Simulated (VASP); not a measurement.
# BeGa3 (I4/mmm) in VASP: notebook, part 2 of 2

VASP 6.6.1.

## 3. Single point, PBE

Contents of INCAR:

```
SYSTEM = BeGa3
PREC     = Accurate       ! precision mode
ENCUT    = 520            ! plane-wave cutoff, eV
EDIFF    = 1E-6           ! SCF threshold, eV
ISMEAR   = 1              ! smearing method
SIGMA    = 0.051          ! smearing width, eV
LREAL    = .FALSE.        ! projectors in reciprocal space
LASPH    = .TRUE.         ! aspherical terms in the spheres
NELM     = 60             ! most SCF steps
ALGO     = Normal         ! electronic algorithm
ISIF     = 2              ! what is computed and relaxed
LWAVE    = .FALSE.        ! write WAVECAR
LCHARG   = .FALSE.        ! write CHGCAR
GGA      = PE             ! functional
NBANDS   = 28             ! bands
```

Contents of KPOINTS:

```
regular mesh
0
G
  6 6 6
  0 0 0
```

Contents of POSCAR:

```
BeGa3
1.0
   -2.0436200000      2.0436200000      3.7906850000
    2.0436200000     -2.0436200000      3.7906850000
    2.0436200000      2.0436200000     -3.7906850000
Be Ga
1 3
Direct
    0.0000000000      0.0000000000      0.0000000000
    0.7500000000      0.2500000000      0.5000000000
    0.2500000000      0.7500000000      0.5000000000
    0.5000000000      0.5000000000      0.0000000000
```

Potentials or basis: VASP PAW PBE potentials, release 64 (Be, Ga_d).

The run is started by

```
cat potpaw_PBE.64/Be/POTCAR potpaw_PBE.64/Ga_d/POTCAR > POTCAR
mpirun -np 1 vasp_std > vasp.out
```

OUTCAR:

```text
SYSTEM = BeGa3
   PREC = Accurate
   ENCUT = 520
   EDIFF = 1E-6
   ISMEAR = 1
   LREAL = .FALSE.
   LASPH = .TRUE.
   NELM = 60
   ISIF = 2
   GGA = PE

 ion  position               nearest neighbor table
   1  0.000  0.000  0.000-
   2  0.750  0.250  0.500-   4 2.79   4 2.79   4 2.79   4 2.79   3 2.89   3 2.89   3 2.89   3 2.89

   3  0.250  0.750  0.500-   4 2.79   4 2.79   4 2.79   4 2.79   2 2.89   2 2.89   2 2.89   2 2.89

   4  0.500  0.500  0.000-   3 2.79   2 2.79   3 2.79   2 2.79   2 2.79   3 2.79   2 2.79   3 2.79

  LATTYP: Found a body centered tetragonal cell.
 ALAT       =     4.0872400000
 C/A-ratio  =     1.8548874057

  Lattice vectors:

 A1 = (  -2.0436200000,   2.0436200000,   3.7906850000)
 A2 = (   2.0436200000,  -2.0436200000,   3.7906850000)
 A3 = (   2.0436200000,   2.0436200000,  -3.7906850000)

Analysis of symmetry for initial positions (statically):
=====================================================================
 Subroutine PRICEL returns:
 Original cell was already a primitive cell.

 Routine SETGRP: Setting up the symmetry group for a
 body centered tetragonal supercell.

 Subroutine GETGRP returns: Found 16 space group operations
 (whereof 16 operations were pure point group operations)
 out of a pool of 16 trial point group operations.

The static configuration has the point symmetry D_4h.

Analysis of symmetry for dynamics (positions and initial velocities):
=====================================================================
 Subroutine PRICEL returns:
 Original cell was already a primitive cell.

 Routine SETGRP: Setting up the symmetry group for a
 body centered tetragonal supercell.

 Subroutine GETGRP returns: Found 16 space group operations
 (whereof 16 operations were pure point group operations)
 out of a pool of 16 trial point group operations.

The dynamic configuration has the point symmetry D_4h.

 Subroutine INISYM returns: Found 16 space group operations
 (whereof 16 operations are pure point group operations),
 and found     1 'primitive' translations

----------------------------------------------------------------------------------------

                                     Primitive cell

  volume of cell :      63.3254

  direct lattice vectors                    reciprocal lattice vectors
    -2.043620000  2.043620000  3.790685000     0.000000000  0.244663881  0.131902282
     2.043620000 -2.043620000  3.790685000     0.244663881  0.000000000  0.131902282
     2.043620000  2.043620000 -3.790685000     0.244663881  0.244663881  0.000000000

  length of vectors
     4.766766008  4.766766008  4.766766008     0.277954360  0.277954360  0.346006978

  position of ions in fractional coordinates (direct lattice)
     0.000000000  0.000000000  0.000000000
     0.750000000  0.250000000  0.500000000
     0.250000000  0.750000000  0.500000000
     0.500000000  0.500000000  0.000000000

  ion indices of the primitive-cell ions
   primitive index   ion index
                 1           1
                 2           2
                 3           3
                 4           4

----------------------------------------------------------------------------------------

 KPOINTS: regular mesh

Automatic generation of k-mesh.
 Grid dimensions read from file:
 generate k-points for:    6    6    6

 Generating k-lattice:

  Cartesian coordinates                     Fractional coordinates (reciprocal lattice)
     0.000000000  0.040777313  0.021983714     0.166666667  0.000000000  0.000000000
     0.040777313  0.000000000  0.021983714     0.000000000  0.166666667  0.000000000
     0.040777313  0.040777313  0.000000000     0.000000000  0.000000000  0.166666667

  Length of vectors
     0.046325727  0.046325727  0.057667830

  Shift w.r.t. Gamma in fractional coordinates (k-lattice)
     0.000000000  0.000000000  0.000000000

 Subroutine IBZKPT returns following result:
 ===========================================

 Found     30 irreducible k-points:

 Following reciprocal coordinates:
            Coordinates               Weight
  0.000000  0.000000  0.000000      1.000000
  0.166667  0.000000 -0.000000      8.000000
  0.333333  0.000000  0.000000      8.000000
  0.500000 -0.000000  0.000000      4.000000
  0.166667  0.166667 -0.000000      8.000000
  0.333333  0.166667  0.000000     16.000000
[... 16 lines left out ...]
 -0.333333 -0.333333  0.166667      8.000000
 -0.166667 -0.333333  0.166667      8.000000
 [... further k-points ...]
   k-points           NKPTS =     30   k-points in BZ     NKDIM =     30   number of bands    NBANDS=     28
   number of dos      NEDOS =    301   number of ions     NIONS =      4
   total plane-waves  NPLWV =  46656
   dimension x,y,z NGX =    36 NGY =   36 NGZ =   36
   dimension x,y,z NGXF=    72 NGYF=   72 NGZF=   72
   ions per type =               1   3
   NGX,Y,Z   is equivalent  to a cutoff of  12.56, 12.56, 12.56 a.u.
   NGXF,Y,Z  is equivalent  to a cutoff of  25.11, 25.11, 25.11 a.u.
 SYSTEM =  BeGa3
   PREC   = accura    normal or accurate (medium, high low for compatibility)
   ISTART =      0    job   : 0-new  1-cont  2-samecut
   ICHARG =      2    charge: 1-file 2-atom 10-const
   ISPIN  =      1    spin polarized calculation?
   LNONCOLLINEAR =      F non collinear calculations
   LSORBIT =      F    spin-orbit coupling
   LASPH  =      T    aspherical Exc in radial PAW
   ENCUT  =  520.0 eV  38.22 Ry    6.18 a.u.   8.86  8.86  8.86*2*pi/ulx,y,z
   NELM   =     60;   NELMIN=  2; NELMDL= -5     # of ELM steps
   EDIFF  = 0.1E-05   stopping-criterion for ELM
   LREAL  =      F    real-space projection
   EDIFFG = 0.1E-04   stopping-criterion for IOM
   NSW    =      0    number of steps for IOM
   IBRION =     -1    ionic relax: 0-MD 1-quasi-New 2-CG
   NFREE  =      0    steps in history (QN), initial steepest desc. (CG)
   ISIF   =      2    stress and relaxation
   ISYM   =      2    0-nonsym 1-usesym 2-fastsym
   POTIM  = 0.5000    time-step for ionic-motion
   TEBEG  =    0.0;   TEEND  =   0.0 temperature during run
   PSTRESS=    0.0 pullay stress
   NELECT =      41.0000    total number of electrons
   NUPDOWN=      -1.0000    fix difference up-down
   EMIN   =  10.00;   EMAX   =-10.00  energy-range for DOS
   EFERMI =   0.00;   METHOD = LEGACY
   ISMEAR =     1;   SIGMA  =   0.05  broadening in eV -4-tet -1-fermi 0-gaus
   EFERMI_NEDOS =   21; number of points for ismear=-14 and -15
   IALGO  =     38    algorithm
   IMIX   =      4    mixing-type and parameters
     AMIX     =   0.40;   BMIX     =  1.00
     AMIX_MAG =   1.60;   BMIX_MAG =  1.00
  volume/ion in A,a.u.               =      15.83       106.84
  Fermi-wavevector in a.u.,A,eV,Ry     =   1.416262  2.676346 27.290521  2.005797
  Thomas-Fermi vector in A             =   2.537614
   LORBIT       =      0    0 simple, 1 ext, 2 COOP (PROOUT), +10 PAW based schemes
   GGA     = PE    functional components
   LHFCALC =     F    Hartree Fock is set to
   AEXX    =    0.0000 exact exchange contribution
   IVDW    =     0    specifies the selected vdW correction
   LEPSILON=     F    determine dielectric tensor
   LRPA    =     F    only Hartree local field effects (RPA)
 non-spin polarized calculation
 Methfessel and Paxton  Order N= 1 SIGMA  =   0.05
  energy-cutoff  :      520.00
  volume of cell :       63.33
 maximum number of plane-waves:      1723
   NGX = 17   NGY = 17   NGZ = 17

 number of electron      40.9999980 magnetization

 Free energy of the ion-electron system (eV)
  ---------------------------------------------------
  ext. energy  EPLUGINS =         0.00000000
  ---------------------------------------------------
  free energy    TOTEN  =       -11.43396742 eV

  energy without entropy =      -11.43268835  energy(sigma->0) =      -11.43354107

 E-fermi :   6.1475     XC(G=0): -11.1048

 val. band max:        6.1294096193   @ k =   0.0000   0.0000   0.0000
 cond. band min:       6.1608327686   @ k =   0.1667   0.0000  -0.0000
 fundamental gap:      0.0314231493
 Fermi energy:         6.1474660220

 k-point     1 :       0.0000    0.0000    0.0000
  band No.  band energies     occupation
      1      -9.0886      2.00000
      2      -9.0592      2.00000
      3      -8.9912      2.00000
      4      -8.9912      2.00000
      5      -8.9848      2.00000
      6      -8.9075      2.00000
[... 20 lines left out ...]
     27      10.8392      0.00000
[... 691 lines left out ...]
      6      -8.9308      2.00000
[... 20 lines left out ...]
     27      11.4328      0.00000
     28      12.2499      0.00000

 [... further k-points ...]
[... 5 lines left out ...]
  --------------------------------------------------------------------------------------
  -------------------------------------------------------------------------------------
  Total        0.1032573      0.1032573     -0.0664477      0.0000000     -0.0000000      0.0000000
  in kB        2.6124815      2.6124815     -1.6811743      0.0000000     -0.0000000      0.0000000
  external PRESSURE =       1.1812629 kB  Pullay stress =       0.0000000 kB

 VOLUME and BASIS-vectors are now :
 -----------------------------------------------------------------------------
  energy-cutoff  :      520.00
  volume of cell :       63.33
      direct lattice vectors                 reciprocal lattice vectors
    -2.043620000  2.043620000  3.790685000     0.000000000  0.244663881  0.131902282
     2.043620000 -2.043620000  3.790685000     0.244663881  0.000000000  0.131902282
     2.043620000  2.043620000 -3.790685000     0.244663881  0.244663881  0.000000000

 POSITION                                       TOTAL-FORCE (eV/Angst)
 -----------------------------------------------------------------------------------
      0.00000      0.00000      0.00000         0.000000     -0.000000     -0.000000
      0.00000      2.04362      1.89534         0.000000     -0.000000      0.000000
      2.04362      0.00000      1.89534        -0.000000      0.000000      0.000000
      0.00000      0.00000      3.79068         0.000000     -0.000000     -0.000000
 -----------------------------------------------------------------------------------
    total drift:                               -0.000000      0.000000      0.000000

  FREE ENERGIE OF THE ION-ELECTRON SYSTEM (eV)
  ---------------------------------------------------
  free  energy   TOTEN  =       -11.4339674243 eV

  energy  without entropy=      -11.4326883525  energy(sigma->0) =      -11.43354107
```

It took 1.8 min on 1 thread of AMD EPYC 7R13, shared host; peak memory 0.19 GiB.

What came out:

| Quantity | Value |
| --- | --- |
| Free energy | -11.4340 eV |
| Pressure | 0.1 GPa |
| Band gap on the k mesh | zero (an odd number of electrons rules out a gap without spin polarisation) |

## 4. Single point, PBE

Contents of INCAR:

```
PREC = Accurate
ENCUT = 520
EDIFF = 1E-7
ISMEAR = -5
SIGMA = 0.1
LREAL = False
LASPH = True
NELM = 60
ALGO = Normal
ISIF = 2
LWAVE = False
LCHARG = False
GGA = PE
NBANDS = 28
```

Contents of KPOINTS:

```
regular mesh
0
Gamma
  6 6 6
```

POSCAR is that of step 3.

The run is started by

```
cat potpaw_PBE.64/Be/POTCAR potpaw_PBE.64/Ga_d/POTCAR > POTCAR
mpirun -np 1 vasp_std > vasp.out
```

Run time: 2.3 min. Hardware: 1 thread of AMD EPYC 7R13, shared host; peak memory 0.19 GiB.

It converged, with:

- Free energy: -11.3929 eV
- Pressure: 0.4 GPa
- Band gap on the k mesh: zero (an odd number of electrons rules out a gap without spin polarisation)

Stress tensor (GPa, compression positive):
```
0.56 0.00 0.00
0.00 0.56 0.00
0.00 0.00 0.21
```

Levels at points of the mesh, in eV from the Fermi level:
| k point | band 17 | band 18 | band 19 | band 20 | band 21 | band 22 | band 23 | band 24 | band 25 | band 26 |
| --- | --- | --- | --- | --- | --- | --- | --- | --- | --- | --- |
| (0.00, 0.00, 0.00) | -1.87 | -0.74 | -0.60 | -0.18 | -0.18 | 0.05 | 0.05 | 1.28 | 1.40 | 1.79 |
| (0.50, 0.00, 0.00) | -8.16 | -3.44 | -2.89 | 0.12 | 0.30 | 0.58 | 1.35 | 5.03 | 5.34 | 5.72 |
| (0.50, 0.50, 0.00) | -6.91 | -4.81 | -4.36 | -4.13 | -2.95 | 2.88 | 3.11 | 3.74 | 4.53 | 8.49 |
| (0.50, 0.50, 0.50) | -8.42 | -2.96 | -2.96 | -2.26 | -0.76 | 5.37 | 6.18 | 6.18 | 6.36 | 7.54 |

Caveat: tetrahedron occupations give inexact forces and stress in metals.

## 5. Single point, PBE

Contents of INCAR:

```
ALGO = Normal ; EDIFF = 1E-6
ENCUT = 500 ; GGA = PE
GGA_COMPAT = F ; ISIF = 2
ISMEAR = 0 ; ISYM = -1
LASPH = T ; LCHARG = T
LELF = T ; LREAL = F
LVHAR = T ; LWAVE = F
NBANDS = 28 ; NELM = 120
PREC = Accurate ; SIGMA = 0.1
```

Contents of KPOINTS:

```
explicit points
4
Reciprocal
  0.00000000   0.00000000   0.07142857 2
  0.00000000   0.00000000   0.21428571 2
  0.00000000   0.00000000   0.35714286 2
  0.00000000   0.00000000   0.50000000 1
```

POSCAR is that of step 4.

The run is started by

```
cat potpaw_PBE.64/Be/POTCAR potpaw_PBE.64/Ga_d/POTCAR > POTCAR
mpirun -np 1 vasp_std > vasp.out
```

It took 19 s on 1 thread of Intel Xeon Platinum 8375C at 2.90GHz (Ice Lake), shared host; peak memory 0.19 GiB.

Results (log left out):

```
Free energy            : -8.2429 eV
Pressure               : 8.7 GPa
Band gap on the k mesh : zero (an odd number of electrons rules out a gap without spin polarisation)
```

Stress tensor (GPa, compression positive):
```
 -0.54 -32.67   0.00
-32.67  -0.54   0.00
  0.00   0.00  27.32
```

Levels at points of the mesh, in eV from the Fermi level:
| k point | band 17 | band 18 | band 19 | band 20 | band 21 | band 22 | band 23 | band 24 | band 25 | band 26 |
| --- | --- | --- | --- | --- | --- | --- | --- | --- | --- | --- |
| (0.00, 0.00, 0.50) | -6.00 | -3.96 | -3.45 | -3.35 | -2.14 | 3.71 | 3.94 | 4.56 | 5.36 | 9.25 |

Caveat: the cell stands under pressure.

## 6. The runs side by side

```tsv
k mesh	cutoff (eV)	smearing	mended	gap on the mesh (eV)	pressure (GPa)
1 × 1 × 7, shifted	520	gaussian 0.1 eV	-	none	8.9
6 × 6 × 6	520	methfessel-paxton 0.051 eV	-	none	0.1
6 × 6 × 6	520	tetrahedron	-	none	0.4
1 × 1 × 7, shifted	500	gaussian 0.1 eV	yes	none	8.7
```

Alike in all rows: task single point; level PBE; potentials or basis VASP PAW PBE potentials, release 64 (Be, Ga_d); no spin polarisation; cell as given.

Caveats: some runs use coarse meshes; tetrahedron occupations give inexact forces and stress in metals (at least some runs); the cell stands under pressure (at least some runs).

Absolute energies hang on the potentials; compare differences alone.
